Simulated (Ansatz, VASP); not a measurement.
Ru: VASP beside Ansatz

```
Ru
1.0
     3.98934    0.00000    0.00000
    -1.99467    3.45487    0.00000
     0.00000    0.00000    5.61555
Ru
4
Direct
  0.33333 0.66667 0.45600
  0.66667 0.33333 0.95600
  0.66667 0.33333 0.54400
  0.33333 0.66667 0.04400
```

Alike in both runs: functional r2SCAN; k mesh 6 × 6 × 4; occupations gaussian, width 0.1 eV; no spin polarisation.

Ansatz relaxed the structure, and its values are those at the end. VASP's run is a single point on that final structure, the one shown.

|  | VASP | Ansatz |
| --- | --- | --- |
| version | VASP 6.6.1 | Ansatz 0.2.0 |
| potentials or method | VASP PAW PBE potentials, release 64 (Ru_pv), cutoff 520 eV | scalar-relativistic, plane waves, PAW |
| valence electrons in the cell | 56 | 64 |

```csv
,VASP,Ansatz,Ansatz less VASP
gap on the k mesh at the Fermi level (eV),none,none,-
pressure (GPa),0.9,0.0,-0.90
rms of the force components (eV/Å),0.027,0.001,-0.0256
```

VASP's potentials were made for PBE, not for r2SCAN. A gap of «none» marks a metal or a gap that the smearing closes. VASP's potentials hold 56 valence electrons a cell and Ansatz's 64, so a difference there can come from the potentials and not from the codes.
